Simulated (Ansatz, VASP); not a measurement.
InAs: VASP beside Ansatz

INCAR

```
SYSTEM = InAs
PREC = Accurate
ENCUT = 520
EDIFF = 1E-6
ISMEAR = 0
SIGMA = 0.05
LREAL = .FALSE.
LASPH = .TRUE.
NELM = 60
ALGO = Normal
ISIF = 2
LWAVE = .FALSE.
LCHARG = .TRUE.
GGA = PE
LELF = .TRUE.
LVHAR = .TRUE.
NBANDS = 16
```

KPOINTS

```
Automatic mesh
0
G
  12 12 12
  0 0 0
```

The input POSCAR:

```
InAs
1.0
    0.0000000000      3.0931234142      3.0931234142
    3.0931234142      0.0000000000      3.0931234142
    3.0931234142      3.0931234142      0.0000000000
In As
1 1
Direct
    0.0000000000      0.0000000000      0.0000000000
    0.7500000000      0.7500000000      0.7500000000
```

Input for Ansatz:

```yaml
crystal:
  lattice:
    - [0.0, 3.0931234142, 3.0931234142]
    - [3.0931234142, 0.0, 3.0931234142]
    - [3.0931234142, 3.0931234142, 0.0]
  atoms:
    - { symbol: In, position: [0.0, 0.0, 0.0] }
    - { symbol: As, position: [0.75, 0.75, 0.75] }
basis:
  ecutwfc: 420
  ecutrho_ratio: 4
kpoints:
  mp_grid: { grid: [12, 12, 12] }
hamiltonian:
  xc: pbe
scf:
  occupations: { method: gaussian, width: 0.05 }
  algorithm: direct_min
output:
  forces: true
  stress: true
```

Alike in both runs: task single point; functional PBE; k mesh 12 × 12 × 12; occupations gaussian, width 0.05 eV; no spin polarisation.

|  | VASP | Ansatz |
| --- | --- | --- |
| version | VASP 6.6.1 | Ansatz 0.2.0 |
| potentials or method | VASP PAW PBE potentials, release 64 (In_d, As), cutoff 520 eV | scalar-relativistic, plane waves, PAW |
| valence electrons in the cell | 18 | 28 |

```tsv
	VASP	Ansatz	Ansatz less VASP
gap on the k mesh at the Fermi level (eV)	none	none	-
pressure (GPa)	0.0	0.0	-0.04
```

A gap of «none» marks a metal or a gap that the smearing closes. The functional is the same, so the differences come from potentials, cutoffs and numerics. VASP's potentials hold 18 valence electrons a cell and Ansatz's 28, so a difference there can come from the potentials and not from the codes.
